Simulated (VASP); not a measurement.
# TiO2 (P4_2/mnm) in VASP: further runs, part 2 of 2

VASP 6.6.1. Earlier steps stand in the parts before.

## (4) Relaxation of the atoms, PBE (z stretched by -1 %)

File INCAR:

```
PREC = Accurate ; ENCUT = 520
EDIFF = 1E-6 ; ISMEAR = -1
SIGMA = 0.02 ; LREAL = F
LASPH = T ; NELM = 100
ALGO = Normal ; ISIF = 2
LWAVE = F ; LCHARG = F
GGA = PE ; IBRION = 2
NSW = 80 ; EDIFFG = -0.02
```

File KPOINTS:

```
regular mesh
0
Gamma
  7 7 10
```

File POSCAR:

```
TiO2
1.0
    4.5940000000      0.0000000000      0.0000000000
    0.0000000000      4.5940000000      0.0000000000
    0.0000000000      0.0000000000      2.9294100000
Ti O
2 4
Direct
    0.0000000000      0.0000000000      0.0000000000
    0.5000000000      0.5000000000      0.5000000000
    0.3042802931      0.3042802931      0.0000000000
    0.1957197069      0.8042802931      0.5000000000
    0.6957197069      0.6957197069      0.0000000000
    0.8042802931      0.1957197069      0.5000000000
```

Potentials or basis: VASP PAW PBE potentials, release 64 (Ti_sv, O).

On the command line:

```bash
$ cat potpaw_PBE.64/Ti_sv/POTCAR potpaw_PBE.64/O/POTCAR > POTCAR
$ mpirun -np 1 vasp_std > vasp.out
```

OUTCAR:

```text
PREC = Accurate
   ENCUT = 520
   EDIFF = 1E-6
   ISMEAR = -1
   LREAL = F
   LASPH = T
   NELM = 100
   ISIF = 2
   GGA = PE
   IBRION = 2
   NSW = 80
   EDIFFG = -0.02

 ion  position               nearest neighbor table
   1  0.000  0.000  0.000-   4 1.94   6 1.94   4 1.94   6 1.94   5 1.98   3 1.98
   2  0.500  0.500  0.500-   3 1.94   5 1.94   3 1.94   5 1.94   4 1.98   6 1.98
   3  0.304  0.304  0.000-   2 1.94   2 1.94   1 1.98
   4  0.196  0.804  0.500-   1 1.94   1 1.94   2 1.98
   5  0.696  0.696  0.000-   2 1.94   2 1.94   1 1.98
   6  0.804  0.196  0.500-   1 1.94   1 1.94   2 1.98

  LATTYP: Found a simple tetragonal cell.
 ALAT       =     4.5940000000
 C/A-ratio  =     0.6376599913

  Lattice vectors:

 A1 = (   4.5940000000,   0.0000000000,   0.0000000000)
 A2 = (   0.0000000000,   4.5940000000,   0.0000000000)
 A3 = (   0.0000000000,   0.0000000000,   2.9294100000)

Analysis of symmetry for initial positions (statically):
=====================================================================
 Subroutine PRICEL returns:
 Original cell was already a primitive cell.

 Routine SETGRP: Setting up the symmetry group for a
 simple tetragonal supercell.

 Subroutine GETGRP returns: Found 16 space group operations
 (whereof  8 operations were pure point group operations)
 out of a pool of 16 trial point group operations.

The static configuration has the point symmetry D_2h.
 The point group associated with its full space group is D_4h.

Analysis of symmetry for dynamics (positions and initial velocities):
=====================================================================
 Subroutine PRICEL returns:
 Original cell was already a primitive cell.

 Routine SETGRP: Setting up the symmetry group for a
 simple tetragonal supercell.

 Subroutine GETGRP returns: Found 16 space group operations
 (whereof  8 operations were pure point group operations)
 out of a pool of 16 trial point group operations.

The dynamic configuration has the point symmetry D_2h.
 The point group associated with its full space group is D_4h.

 Subroutine INISYM returns: Found 16 space group operations
 (whereof  8 operations are pure point group operations),
 and found     1 'primitive' translations

----------------------------------------------------------------------------------------

                                     Primitive cell

  volume of cell :      61.8247

  direct lattice vectors                    reciprocal lattice vectors
     4.594000000  0.000000000  0.000000000     0.217675229  0.000000000  0.000000000
     0.000000000  4.594000000  0.000000000     0.000000000  0.217675229  0.000000000
     0.000000000  0.000000000  2.929410000     0.000000000  0.000000000  0.341365667

  length of vectors
     4.594000000  4.594000000  2.929410000     0.217675229  0.217675229  0.341365667
[... 121 lines left out ...]
 non-spin polarized calculation
  energy-cutoff  :      520.00
  volume of cell :       61.82
 maximum number of plane-waves:      1680
 NGX is ok and might be reduce to    36
   NGX = 17   NGY = 17   NGZ = 11

--------------------------------------- Ionic step        1  -------------------------------------------

 number of electron      48.0000020 magnetization

 Free energy of the ion-electron system (eV)
  ---------------------------------------------------
  ext. energy  EPLUGINS =         0.00000000
  ---------------------------------------------------
  free energy    TOTEN  =       -53.61570608 eV

  energy without entropy =      -53.61570608  energy(sigma->0) =      -53.61570608

------------------------ aborting loop because EDIFF is reached ----------------------------------------

  FORCE on cell =-STRESS in cart. coord.  units (eV):
  Direction    XX          YY          ZZ          XY          YZ          ZX
  --------------------------------------------------------------------------------------
  -------------------------------------------------------------------------------------
  Total        2.9337176      2.9337176      3.9925776      0.0000000      0.0000000      0.0000000
  in kB       76.0268058     76.0268058    103.4669881      0.0000000      0.0000000      0.0000000
  external PRESSURE =      85.1735332 kB  Pullay stress =       0.0000000 kB

 VOLUME and BASIS-vectors are now :
 -----------------------------------------------------------------------------
  energy-cutoff  :      520.00
  volume of cell :       61.82
      direct lattice vectors                 reciprocal lattice vectors
     4.594000000  0.000000000  0.000000000     0.217675229  0.000000000  0.000000000
     0.000000000  4.594000000  0.000000000     0.000000000  0.217675229  0.000000000
     0.000000000  0.000000000  2.929410000     0.000000000  0.000000000  0.341365667

 POSITION                                       TOTAL-FORCE (eV/Angst)
 -----------------------------------------------------------------------------------
      0.00000      0.00000      0.00000         0.000000     -0.000000     -0.000000
      2.29700      2.29700      1.46470         0.000000     -0.000000     -0.000000
      1.39786      1.39786      0.00000        -0.063845     -0.063845     -0.000000
      0.89914      3.69486      1.46470         0.063845     -0.063845     -0.000000
      3.19614      3.19614      0.00000         0.063845      0.063845      0.000000
      3.69486      0.89914      1.46470        -0.063845      0.063845      0.000000
 -----------------------------------------------------------------------------------
    total drift:                                0.000000      0.000000     -0.000000

  FREE ENERGIE OF THE ION-ELECTRON SYSTEM (eV)
  ---------------------------------------------------
  free  energy   TOTEN  =       -53.6157060759 eV

  energy  without entropy=      -53.6157060759  energy(sigma->0) =      -53.61570608

--------------------------------------- Ionic step        2  -------------------------------------------

 number of electron      48.0000016 magnetization

 Free energy of the ion-electron system (eV)
  ---------------------------------------------------
  ext. energy  EPLUGINS =         0.00000000
  ---------------------------------------------------
  free energy    TOTEN  =       -53.61645751 eV

  energy without entropy =      -53.61645751  energy(sigma->0) =      -53.61645751

 E-fermi :   5.4873     XC(G=0): -11.4636

 val. band max:        4.9435195301   @ k =   0.0000   0.0000   0.0000
 cond. band min:       6.7982149500   @ k =   0.0000   0.0000   0.0000
 fundamental gap:      1.8546954199
 Fermi energy:         5.4872514727

 k-point     1 :       0.0000    0.0000    0.0000
  band No.  band energies     occupation
      1     -51.9397      2.00000
      2     -51.9219      2.00000
      3     -28.2568      2.00000
      4     -28.2568      2.00000
      5     -28.0860      2.00000
      6     -28.0860      2.00000
[... 733 lines left out ...]
     27       8.0484      0.00000
     28       8.1032      0.00000

 [... further k-points ...]
[... 5 lines left out ...]
  --------------------------------------------------------------------------------------
  -------------------------------------------------------------------------------------
  Total        2.8638483      2.8638483      3.8778904      0.0000000      0.0000000      0.0000000
  in kB       74.2161554     74.2161554    100.4948881      0.0000000      0.0000000      0.0000000
  external PRESSURE =      82.9757330 kB  Pullay stress =       0.0000000 kB

 VOLUME and BASIS-vectors are now :
 -----------------------------------------------------------------------------
  energy-cutoff  :      520.00
  volume of cell :       61.82
      direct lattice vectors                 reciprocal lattice vectors
     4.594000000  0.000000000  0.000000000     0.217675229  0.000000000  0.000000000
     0.000000000  4.594000000  0.000000000     0.000000000  0.217675229  0.000000000
     0.000000000  0.000000000  2.929410000     0.000000000  0.000000000  0.341365667

 POSITION                                       TOTAL-FORCE (eV/Angst)
 -----------------------------------------------------------------------------------
      0.00000      4.59400      2.92941        -0.000000      0.000000      0.000000
      2.29700      2.29700      1.46470        -0.000000      0.000000      0.000000
      1.39478      1.39478      2.92941         0.002389      0.002389      0.000000
      0.90222      3.69178      1.46470        -0.002389      0.002389      0.000000
      3.19922      3.19922      0.00000        -0.002389     -0.002389     -0.000000
      3.69178      0.90222      1.46470         0.002389     -0.002389     -0.000000
 -----------------------------------------------------------------------------------
    total drift:                                0.000000     -0.000000      0.000000

  FREE ENERGIE OF THE ION-ELECTRON SYSTEM (eV)
  ---------------------------------------------------
  free  energy   TOTEN  =       -53.6164575101 eV

  energy  without entropy=      -53.6164575101  energy(sigma->0) =      -53.61645751

 reached required accuracy - stopping structural energy minimisation
```

Run time: 3.1 min. Hardware: 1 thread of Oxide Virtual Turin-like, shared host; peak memory 0.19 GiB.

What came out:

* Free energy: -53.6165 eV
* Energy gained by relaxing: 0.1 meV/atom
* Ionic steps: 2
* Pressure after relaxing: 8.3 GPa
* Largest force after relaxing: 0.003 eV/Å
* Band gap on the k mesh: 1.85 eV

Forces in eV/Å, atoms in the order of the input:
```
Ti   0.000  0.000  0.000
Ti   0.000  0.000  0.000
O    0.002  0.002  0.000
O   -0.002  0.002  0.000
O   -0.002 -0.002  0.000
O    0.002 -0.002  0.000
```

Step by step:
| step | energy change (eV) | largest force (eV/Å) | pressure (GPa) |
| --- | --- | --- | --- |
| 1 | 0.0000 | 0.0903 | 8.52 |
| 2 | -0.0008 | 0.0034 | 8.30 |

Final structure:
```
Ti O
1.0
     4.59400    0.00000    0.00000
     0.00000    4.59400    0.00000
     0.00000    0.00000    2.92941
Ti O
2 4
Direct
  0.00000 0.00000 0.00000
  0.50000 0.50000 0.50000
  0.30361 0.30361 0.00000
  0.19639 0.80361 0.50000
  0.69639 0.69639 0.00000
  0.80361 0.19639 0.50000
```

Caveat: the cell differs from its parent crystal (z stretched by -1 %). A k mesh can miss the band edges.

## (5) Overview

```tsv
cell	gap on the mesh (eV)	pressure (GPa)
atoms relaxed from a = 4.624, b = 4.624, c = 2.979 Å, 6 atoms, atomic positions A	1.81	0.9
atoms relaxed from a = 4.594, b = 4.594, c = 2.959 Å, 6 atoms, atomic positions B	1.83	5.5
atoms relaxed from a = 4.594, b = 4.594, c = 2.929 Å, 6 atoms, atomic positions A	1.85	8.3
```

Alike in all rows: task relaxation of the atoms; level PBE; potentials or basis VASP PAW PBE potentials, release 64 (Ti_sv, O); no spin polarisation; k mesh 7 × 7 × 10; cutoff (eV) 520; smearing fermi-dirac 0.02 eV.

Total energies depend on the potentials used, so only differences within one code and one set of settings carry meaning.
